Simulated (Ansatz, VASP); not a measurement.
## BAs: VASP beside Ansatz

File INCAR:

```
ALGO = Normal
EDIFF = 1E-6
EDIFFG = -0.02
ENCUT = 600
GGA = CA
IBRION = 2
ISIF = 3
ISMEAR = 0
LASPH = True
LCHARG = False
LREAL = False
LWAVE = False
NELM = 60
NSW = 50
PREC = Accurate
SIGMA = 0.01
```

Contents of KPOINTS:

```
k-points
0
Gamma
  8 8 8
```

POSCAR

```
BAs
1.0
    0.0000000000      2.3885000000      2.3885000000
    2.3885000000      0.0000000000      2.3885000000
    2.3885000000      2.3885000000      0.0000000000
B As
1 1
Direct
    0.0000000000      0.0000000000      0.0000000000
    0.2500000000      0.2500000000      0.2500000000
```

Input for Ansatz:

```yaml
crystal:
  lattice:
    - [0.0, 2.3885, 2.3885]
    - [2.3885, 0.0, 2.3885]
    - [2.3885, 2.3885, 0.0]
  atoms:
    - { symbol: B, position: [0.0, 0.0, 0.0] }
    - { symbol: As, position: [0.25, 0.25, 0.25] }
basis:
  ecutwfc: 517.016338673772
kpoints:
  mp_grid:
    grid: [8, 8, 8]
hamiltonian:
  xc: lda
  dispersion: none
scf:
  max_iter: 65
  occupations:
    method: fixed
relax:
  f_tol: 0.02
  max_steps: 30
  cell: {}
```

Alike in both runs: task relaxation of cell and atoms; functional LDA; k mesh 8 × 8 × 8; no spin polarisation.

|  | VASP | Ansatz |
| --- | --- | --- |
| version | VASP 6.6.1 | Ansatz 0.2.0 |
| potentials or method | VASP PAW LDA potentials, release 64 (B, As), cutoff 600 eV | plane waves, PAW |
| occupations | gaussian, width 0.01 eV | fixed |
| valence electrons in the cell | 8 | 18 |

|  | VASP | Ansatz | Ansatz less VASP |
| --- | --- | --- | --- |
| relaxed volume (Å³/atom) | 13.33 | 13.25 | -0.086 |
| relaxed cell length with the largest relative difference (Å) | 3.353 | 3.346 | -0.0072 |

LDA's correlation is that of Perdew and Zunger in VASP and of Perdew and Wang (1992) in Ansatz. VASP's potentials hold 8 valence electrons a cell and Ansatz's 18, so a difference there can come from the potentials and not from the codes.
